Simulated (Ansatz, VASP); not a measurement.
# Two plane-wave programs on CdS

```xyz
2
Lattice="0.0000 2.9165 2.9165 2.9165 0.0000 2.9165 2.9165 2.9165 0.0000" Properties=species:S:1:pos:R:3 pbc="T T T"
Cd    0.0000    0.0000    0.0000
S     1.4583    1.4583    1.4583
```

Alike in both runs: task single point; functional r2SCAN; k mesh 8 × 8 × 8; no spin polarisation.

```csv
,VASP,Ansatz
version,VASP 6.6.1,Ansatz 0.2.0
potentials or method,"VASP PAW PBE potentials, release 64 (Cd, S), cutoff 520 eV","plane waves, PAW"
occupations,"gaussian, width 0.01 eV",fixed
valence electrons in the cell,18,26
```

```tsv
	VASP	Ansatz	Ansatz less VASP
gap on the k mesh at the Fermi level (eV)	1.59	1.60	+0.003
```

VASP's potentials were made for PBE, not for r2SCAN. VASP's potentials hold 18 valence electrons a cell and Ansatz's 26, so a difference there can come from the potentials and not from the codes.
